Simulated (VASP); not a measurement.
**Al15GaN16 (a cell with a defect) (Ga_Al): single point with PBE**

Crystal: Al15GaN16 (a cell with a defect) (Ga_Al).

```
Al Ga N
1.0
     6.25951    0.00000    0.00000
    -3.12976    5.42090    0.00000
     0.00000    0.00000   10.03481
Al Ga N
15 1 16
Direct
  0.33473 0.16727 0.24857
  0.33493 0.16725 0.75072
  0.16741 0.33480 0.99957
  0.33531 0.66836 0.24843
  0.16765 0.83522 0.49990
  0.33508 0.66883 0.75084
  0.16713 0.83462 0.99978
  0.83362 0.16672 0.24838
  0.66678 0.33435 0.49981
  0.83345 0.16728 0.75084
  0.66762 0.33506 0.99975
  0.83470 0.66737 0.24962
  0.66820 0.83405 0.50012
  0.83451 0.66747 0.74972
  0.66768 0.83442 0.99962
  0.16627 0.33586 0.49937
  0.33592 0.16604 0.43779
  0.16886 0.33311 0.18955
  0.33324 0.16895 0.94019
  0.16892 0.33348 0.69510
  0.33862 0.67807 0.43783
  0.16859 0.83280 0.18909
  0.33322 0.66966 0.94032
  0.16903 0.83321 0.68967
  0.82430 0.16378 0.43779
  0.66921 0.33353 0.18905
  0.83242 0.16878 0.94024
  0.66882 0.33294 0.68958
  0.83338 0.66863 0.43971
  0.66949 0.83255 0.18886
  0.83303 0.66897 0.93926
  0.66906 0.83327 0.68995
```

```
Program                : VASP 6.6.1
Task                   : single point
Functional             : PBE
Potentials or basis    : VASP PAW PBE potentials, release 64 (Al, Ga_d, N)
Cutoff                 : 520 eV
k mesh                 : 1 × 1 × 1, shifted
Occupations            : gaussian, width 0.01 eV
Spin                   : no spin polarisation
Dipole correction      : no
Further INCAR settings : LREAL = Auto; ALGO = Normal; EDIFF = 1e-07; NBANDS = 91
```

```yaml
Pressure: 0.6 GPa
Largest_force: 0.243 eV/Å
Band_gap_on_the_k_mesh: 5.74 eV
```

Forces on the atoms (eV/Å):
```
Al   0.118 -0.067 -0.007
Al   0.121 -0.077  0.001
Al  -0.108  0.055  0.005
Al   0.106 -0.059  0.012
Al  -0.096  0.054 -0.010
Al   0.115 -0.066  0.008
Al  -0.113  0.063  0.006
Al   0.107 -0.058  0.015
Al  -0.099  0.062 -0.003
Al   0.121 -0.074  0.002
Al  -0.114  0.056  0.009
Al   0.116 -0.066  0.004
Al  -0.117  0.072  0.021
Al   0.116 -0.062  0.004
Al  -0.111  0.062  0.005
Ga  -0.020  0.023  0.019
N    0.211 -0.120  0.021
N   -0.175  0.104 -0.004
N    0.169 -0.099  0.001
N   -0.186  0.098 -0.005
N    0.052 -0.136 -0.028
N   -0.182  0.101 -0.013
N    0.175 -0.092 -0.016
N   -0.169  0.111  0.003
N    0.136 -0.002 -0.028
N   -0.174  0.101 -0.006
N    0.170 -0.091 -0.001
N   -0.180  0.103  0.010
N    0.172 -0.096 -0.003
N   -0.170  0.098 -0.006
N    0.174 -0.093 -0.002
N   -0.168  0.094 -0.017
```

Stress tensor (GPa, compression positive):
```
-0.58 -0.79  0.03
-0.79 -1.50 -0.01
 0.03 -0.01  3.96
```

Levels at points of the mesh, in eV from the valence-band top:
| k point | band 65 | band 66 | band 67 | band 68 | band 69 | band 70 | band 71 | band 72 | band 73 | band 74 |
| --- | --- | --- | --- | --- | --- | --- | --- | --- | --- | --- |
| (0.25, 0.25, 0.25) | -0.46 | -0.40 | -0.35 | -0.25 | 0.00 | 5.79 | 6.18 | 6.42 | 6.46 | 6.68 |

Wall time 4.4 min on 1 thread of Intel(R) Xeon(R) 6975P-C (Granite Rapids), with other jobs on the host, peak memory 0.48 GiB.

Caveat: the k points lie up to 1.16 Å⁻¹ apart.
